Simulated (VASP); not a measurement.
# K (Fm-3m) in VASP: further runs

K is run at these levels: PBE; tasks: single point.

Everything below comes from runs of VASP 6.6.1. Logs are shortened: lines on timing, memory, paths and dates and some standing lists are left out, and cuts for length are marked.

## (1) The cell of the first run

The structure is cubic, space group Fm-3m (No. 225). Conventional cell: a = 6.645 Å, b = 6.645 Å, c = 6.645 Å, α = 90.00°, β = 90.00°, γ = 90.00°.

## (2) Single point, PBE (volume scaled by 0.94)

The input, INCAR:

```
SYSTEM = K
PREC = Accurate
ENCUT = 520
EDIFF = 1E-7
ISMEAR = -1
SIGMA = 0.05
LREAL = .False.
LASPH = .True.
NELM = 100
ALGO = Normal
ISIF = 2
LWAVE = .False.
LCHARG = .True.
GGA = PE
LELF = .True.
LVHAR = .True.
NBANDS = 10
```

The input, KPOINTS:

```
regular mesh
0
Gamma
  7 7 7
  0 0 0
```

The input, POSCAR:

```
K
1.0
    0.0000000000      3.3226314950      3.3226314950
    3.3226314950      0.0000000000      3.3226314950
    3.3226314950      3.3226314950      0.0000000000
K
1
Direct
    0.0000000000      0.0000000000      0.0000000000
```

Potentials or basis: VASP PAW PBE potentials, release 64 (K_sv).

Command:

```sh
> cat potpaw_PBE.64/K_sv/POTCAR > POTCAR
> mpirun -np 1 vasp_std > vasp.out
```

OUTCAR:

```text
SYSTEM = K
   PREC = Accurate
   ENCUT = 520
   EDIFF = 1E-7
   ISMEAR = -1
   LREAL = .False.
   LASPH = .True.
   NELM = 100
   ISIF = 2
   GGA = PE

 ion  position               nearest neighbor table
   1  0.000  0.000  0.000-

  LATTYP: Found a face centered cubic cell.
 ALAT       =     6.6452629900

  Lattice vectors:

 A1 = (   0.0000000000,   3.3226314950,   3.3226314950)
 A2 = (   3.3226314950,   0.0000000000,   3.3226314950)
 A3 = (   3.3226314950,   3.3226314950,   0.0000000000)

Analysis of symmetry for initial positions (statically):
=====================================================================
 Subroutine PRICEL returns:
 Original cell was already a primitive cell.

 Routine SETGRP: Setting up the symmetry group for a
 face centered cubic supercell.

 Subroutine GETGRP returns: Found 48 space group operations
 (whereof 48 operations were pure point group operations)
 out of a pool of 48 trial point group operations.

The static configuration has the point symmetry O_h .

Analysis of symmetry for dynamics (positions and initial velocities):
=====================================================================
 Subroutine PRICEL returns:
 Original cell was already a primitive cell.

 Routine SETGRP: Setting up the symmetry group for a
 face centered cubic supercell.

 Subroutine GETGRP returns: Found 48 space group operations
 (whereof 48 operations were pure point group operations)
 out of a pool of 48 trial point group operations.

The dynamic configuration has the point symmetry O_h .

 Subroutine INISYM returns: Found 48 space group operations
 (whereof 48 operations are pure point group operations),
 and found     1 'primitive' translations

----------------------------------------------------------------------------------------

                                     Primitive cell

  volume of cell :      73.3629

  direct lattice vectors                    reciprocal lattice vectors
     0.000000000  3.322631495  3.322631495    -0.150483134  0.150483134  0.150483134
     3.322631495  0.000000000  3.322631495     0.150483134 -0.150483134  0.150483134
     3.322631495  3.322631495  0.000000000     0.150483134  0.150483134 -0.150483134

  length of vectors
     4.698910523  4.698910523  4.698910523     0.260644434  0.260644434  0.260644434

  position of ions in fractional coordinates (direct lattice)
     0.000000000  0.000000000  0.000000000

[... 72 lines left out ...]
   EDIFFG = 0.1E-05   stopping-criterion for IOM
   NSW    =      0    number of steps for IOM
   IBRION =     -1    ionic relax: 0-MD 1-quasi-New 2-CG
   NFREE  =      0    steps in history (QN), initial steepest desc. (CG)
   ISIF   =      2    stress and relaxation
   ISYM   =      2    0-nonsym 1-usesym 2-fastsym
   POTIM  = 0.5000    time-step for ionic-motion
   TEBEG  =    0.0;   TEEND  =   0.0 temperature during run
   PSTRESS=    0.0 pullay stress
   NELECT =       9.0000    total number of electrons
   NUPDOWN=      -1.0000    fix difference up-down
   EMIN   =  10.00;   EMAX   =-10.00  energy-range for DOS
   EFERMI =   0.00;   METHOD = LEGACY
   ISMEAR =    -1;   SIGMA  =   0.05  broadening in eV -4-tet -1-fermi 0-gaus
   EFERMI_NEDOS =   21; number of points for ismear=-14 and -15
   IALGO  =     38    algorithm
   IMIX   =      4    mixing-type and parameters
     AMIX     =   0.40;   BMIX     =  1.00
     AMIX_MAG =   1.60;   BMIX_MAG =  1.00
  volume/ion in A,a.u.               =      73.36       495.08
  Fermi-wavevector in a.u.,A,eV,Ry     =   0.813449  1.537195  9.002958  0.661699
  Thomas-Fermi vector in A             =   1.923176
   LORBIT       =      0    0 simple, 1 ext, 2 COOP (PROOUT), +10 PAW based schemes
   GGA     = PE    functional components
   LHFCALC =     F    Hartree Fock is set to
   AEXX    =    0.0000 exact exchange contribution
   IVDW    =     0    specifies the selected vdW correction
   LEPSILON=     F    determine dielectric tensor
   LRPA    =     F    only Hartree local field effects (RPA)
 non-spin polarized calculation
  energy-cutoff  :      520.00
  volume of cell :       73.36
 maximum number of plane-waves:      1992
   NGX = 17   NGY = 17   NGZ = 17

 number of electron       8.9999998 magnetization

 Free energy of the ion-electron system (eV)
  ---------------------------------------------------
  ext. energy  EPLUGINS =         0.00000000
  ---------------------------------------------------
  free energy    TOTEN  =        -1.05913512 eV

  energy without entropy =       -1.05647231  energy(sigma->0) =       -1.05780372

 E-fermi :  -0.0359     XC(G=0):  -5.6568

 val. band max:       -0.2955397017   @ k =   0.4286   0.2857   0.0000
 cond. band min:       0.0351586761   @ k =  -0.2857   0.2857   0.0000
 fundamental gap:      0.3306983778
 Fermi energy:        -0.0358838219

 k-point     1 :       0.0000    0.0000    0.0000
  band No.  band energies     occupation
      1     -32.2408      2.00000
      2     -15.6912      2.00000
      3     -15.6912      2.00000
      4     -15.6912      2.00000
      5      -2.2750      2.00000
      6       4.0985      0.00000
      7       4.0985      0.00000
      8       4.0985      0.00000
      9       5.3513      0.00000
     10       5.3513      0.00000
[... 235 lines left out ...]
 k-point    20 :      -0.2857    0.4286    0.1429
  band No.  band energies     occupation
      1     -32.2359      2.00000
      2     -15.7377      2.00000
      3     -15.7336      2.00000
      4     -15.7130      2.00000
      5       1.0888      0.00000
      6       1.5630      0.00000
      7       1.6513      0.00000
      8       3.3152      0.00000
      9       5.3076      0.00000
     10       5.8861      0.00000

------------------------ aborting loop because EDIFF is reached ----------------------------------------

  FORCE on cell =-STRESS in cart. coord.  units (eV):
  Direction    XX          YY          ZZ          XY          YZ          ZX
  --------------------------------------------------------------------------------------
  -------------------------------------------------------------------------------------
  Total        0.0011563      0.0011563      0.0011563      0.0000000      0.0000000      0.0000000
  in kB        0.0252533      0.0252533      0.0252533      0.0000000      0.0000000      0.0000000
  external PRESSURE =       0.0252533 kB  Pullay stress =       0.0000000 kB

 VOLUME and BASIS-vectors are now :
 -----------------------------------------------------------------------------
  energy-cutoff  :      520.00
  volume of cell :       73.36
      direct lattice vectors                 reciprocal lattice vectors
     0.000000000  3.322631495  3.322631495    -0.150483134  0.150483134  0.150483134
     3.322631495  0.000000000  3.322631495     0.150483134 -0.150483134  0.150483134
     3.322631495  3.322631495  0.000000000     0.150483134  0.150483134 -0.150483134

 POSITION                                       TOTAL-FORCE (eV/Angst)
 -----------------------------------------------------------------------------------
      0.00000      0.00000      0.00000         0.000000     -0.000000     -0.000000
 -----------------------------------------------------------------------------------
    total drift:                               -0.000000      0.000000      0.000000

  FREE ENERGIE OF THE ION-ELECTRON SYSTEM (eV)
  ---------------------------------------------------
  free  energy   TOTEN  =        -1.0591351241 eV

  energy  without entropy=       -1.0564723081  energy(sigma->0) =       -1.05780372
```

OSZICAR:

```text
N       E                     dE             d eps       ncg     rms          rms(c)
DAV:   1     0.462565154726E+02    0.46257E+02   -0.34667E+03   400   0.680E+02
DAV:   2     0.549414947748E+00   -0.45707E+02   -0.44848E+02   434   0.182E+02
DAV:   3    -0.964332257975E+00   -0.15137E+01   -0.15096E+01   550   0.288E+01
DAV:   4    -0.105776119104E+01   -0.93429E-01   -0.93384E-01   596   0.569E+00
DAV:   5    -0.105869636410E+01   -0.93517E-03   -0.93513E-03   558   0.574E-01    0.196E+00
DAV:   6    -0.105875622701E+01   -0.59863E-04   -0.15910E-03   614   0.245E-01    0.121E+00
DAV:   7    -0.105906953677E+01   -0.31331E-03   -0.26035E-03   614   0.326E-01    0.512E-02
DAV:   8    -0.105911830359E+01   -0.48767E-04   -0.10597E-04   504   0.114E-01    0.201E-02
DAV:   9    -0.105913696611E+01   -0.18663E-04   -0.14600E-05   460   0.374E-02    0.949E-03
DAV:  10    -0.105913534457E+01    0.16215E-05   -0.45882E-06   540   0.177E-02    0.143E-03
DAV:  11    -0.105913520747E+01    0.13710E-06   -0.10076E-07   456   0.186E-03    0.553E-04
DAV:  12    -0.105913508408E+01    0.12339E-06   -0.21758E-08   296   0.805E-04    0.356E-04
DAV:  13    -0.105913512408E+01   -0.40000E-07   -0.14541E-09   278   0.242E-04
   1 F= -.10591351E+01 E0= -.10578037E+01  d E =-.266282E-02
```

stdout:

```text
POSCAR found type information on POSCAR K
 POSCAR found :  1 types and       1 ions
 scaLAPACK will be used
 LDA part: xc-table for (Slater+PW92), standard interpolation
 POSCAR, INCAR and KPOINTS ok, starting setup
 FFT: planning ... GRIDC
 FFT: planning ... GRID_SOFT
 FFT: planning ... GRID
 WAVECAR not read
 entering main loop
```

Run time: 20 s. Hardware: 1 thread of Intel Xeon 8259CL, shared host; peak memory 0.2 GiB.

What came out:

```
Free energy : -1.0591 eV
Pressure    : 0.0 GPa
```

Caveat: the cell differs from its parent crystal (volume scaled by 0.94).

## (3) Single point, PBE (volume scaled by 0.96)

The input, INCAR:

```
PREC = Accurate ; ENCUT = 520
EDIFF = 1E-6 ; ISMEAR = -1
SIGMA = 0.05 ; LREAL = F
LASPH = T ; NELM = 80
ALGO = Normal ; ISIF = 2
LWAVE = F ; LCHARG = T
GGA = PE ; LELF = T
LVHAR = T ; NBANDS = 10
```

The input, KPOINTS:

```
Automatic mesh
0
Gamma
  7 7 7
```

The input, POSCAR:

```
K
1.0
    0.0000000000      3.3460310793      3.3460310793
    3.3460310793      0.0000000000      3.3460310793
    3.3460310793      3.3460310793      0.0000000000
K
1
Direct
    0.0000000000      0.0000000000      0.0000000000
```

Potentials or basis: VASP PAW PBE potentials, release 64 (K_sv).

Command:

```sh
> cat potpaw_PBE.64/K_sv/POTCAR > POTCAR
> mpirun -np 1 vasp_std > vasp.out
```

Run time: 16 s. Hardware: 1 thread of Intel Xeon 8259CL, shared host; peak memory 0.19 GiB.

Results (log left out):

```
Free energy : -1.0589 eV
Pressure    : -0.1 GPa
```

Levels at points of the mesh, in eV from the Fermi level:
```csv
k point,band 1,band 2,band 3,band 4,band 5,band 6,band 7,band 8,band 9,band 10
"(0.00, 0.00, 0.00)",-32.22,-15.67,-15.67,-15.67,-2.21,4.12,4.12,4.12,5.35,5.35
```

Caveat: the cell differs from its parent crystal (volume scaled by 0.96).

## (4) Single point, PBE (volume scaled by 0.98)

The input, INCAR:

```
PREC = Accurate
ENCUT = 520
EDIFF = 1E-6
ISMEAR = -1
SIGMA = 0.05
LREAL = False
LASPH = True
NELM = 100
ALGO = Normal
ISIF = 2
LWAVE = False
LCHARG = False
GGA = PE
NBANDS = 10
```

The input, KPOINTS:

```
regular mesh
0
Gamma
  7 7 7
```

The input, POSCAR:

```
K
1.0
    0.0000000000      3.3691078850      3.3691078850
    3.3691078850      0.0000000000      3.3691078850
    3.3691078850      3.3691078850      0.0000000000
K
1
Direct
    0.0000000000      0.0000000000      0.0000000000
```

Command:

```sh
> cat potpaw_PBE.64/K_sv/POTCAR > POTCAR
> mpirun -np 1 vasp_std > vasp.out
```

Wall time 15 s (1 thread of Intel Xeon 8259CL, shared host); peak memory 0.19 GiB.

The run converged. Its results:

* Free energy: -1.0580 eV
* Pressure: -0.1 GPa

Levels at points of the mesh, in eV from the Fermi level:
| k point | band 3 | band 4 | band 5 | band 6 | band 7 | band 8 |
| --- | --- | --- | --- | --- | --- | --- |
| (0.00, 0.00, 0.00) | -15.68 | -15.68 | -2.18 | 4.10 | 4.10 | 4.10 |

Caveat: the cell differs from its parent crystal (volume scaled by 0.98).

## (5) Single point, PBE

This run uses another cell than the first one, of 78.05 Å³/atom, 1.064 times its volume.

The input, INCAR:

```
SYSTEM = K
ALGO = Fast
EDIFF = 1E-6
ENCUT = 520
GGA = PE
ISIF = 2
ISMEAR = -1
LASPH = .TRUE.
LCHARG = .TRUE.
LELF = .TRUE.
LREAL = .FALSE.
LVHAR = .TRUE.
LWAVE = .FALSE.
NBANDS = 10
NELM = 80
PREC = Accurate
SIGMA = 0.05
```

The input, KPOINTS:

```
k-points
0
G
  7 7 7
  0 0 0
```

The input, POSCAR:

```
K
1.0
    0.0000000000      3.3918728180      3.3918728180
    3.3918728180      0.0000000000      3.3918728180
    3.3918728180      3.3918728180      0.0000000000
K
1
Direct
    0.0000000000      0.0000000000      0.0000000000
```

Command:

```sh
> cat potpaw_PBE.64/K_sv/POTCAR > POTCAR
> mpirun -np 1 vasp_std > vasp.out
```

Run time: 26 s. Hardware: 1 thread of Intel Xeon 8259CL, shared host; peak memory 0.19 GiB.

It converged, with:

* Free energy: -1.0565 eV
* Pressure: -0.2 GPa

Levels at points of the mesh, in eV from the Fermi level:
```tsv
k point	band 3	band 4	band 5	band 6	band 7	band 8
(0.00, 0.00, 0.00)	-15.69	-15.69	-2.15	4.08	4.08	4.08
```

## (6) Single point, PBE (volume scaled by 1.02)

The input, INCAR:

```
SYSTEM = K
PREC = Accurate
ENCUT = 520
EDIFF = 1E-6
ISMEAR = -1
SIGMA = 0.05
LREAL = .False.
LASPH = .True.
NELM = 100
ALGO = Fast
ISIF = 2
LWAVE = .False.
LCHARG = .False.
GGA = PE
NBANDS = 10
```

The input, KPOINTS:

```
regular mesh
0
Gamma
  7 7 7
  0 0 0
```

The input, POSCAR:

```
K
1.0
    0.0000000000      3.4143362065      3.4143362065
    3.4143362065      0.0000000000      3.4143362065
    3.4143362065      3.4143362065      0.0000000000
K
1
Direct
    0.0000000000      0.0000000000      0.0000000000
```

Potentials or basis: VASP PAW PBE potentials, release 64 (K_sv).

Command:

```sh
> cat potpaw_PBE.64/K_sv/POTCAR > POTCAR
> mpirun -np 1 vasp_std > vasp.out
```

Wall time 25 s (1 thread of Intel Xeon 8259CL, shared host); peak memory 0.19 GiB.

The run converged. Its results:

```yaml
Free_energy: -1.0545 eV
Pressure: -0.3 GPa
```

Levels at points of the mesh, in eV from the Fermi level:
```tsv
k point	band 3	band 4	band 5	band 6	band 7	band 8
(0.00, 0.00, 0.00)	-15.71	-15.71	-2.12	4.06	4.06	4.06
```

Caveat: the cell differs from its parent crystal (volume scaled by 1.02).

## (7) The runs side by side

```tsv
cell	gap on the mesh (eV)	pressure (GPa)
a = 4.699 Å, angles 60.0°, 1 atom	none	0.0
a = 4.732 Å, angles 60.0°, 1 atom	none	-0.1
a = 4.765 Å, angles 60.0°, 1 atom	none	-0.1
a = 4.797 Å, angles 60.0°, 1 atom	none	-0.2
a = 4.829 Å, angles 60.0°, 1 atom	none	-0.3
```

Alike in all rows: task single point; level PBE; potentials or basis VASP PAW PBE potentials, release 64 (K_sv); no spin polarisation; k mesh 7 × 7 × 7; cutoff (eV) 520; smearing fermi-dirac 0.05 eV.

Absolute energies hang on the potentials; compare differences alone.
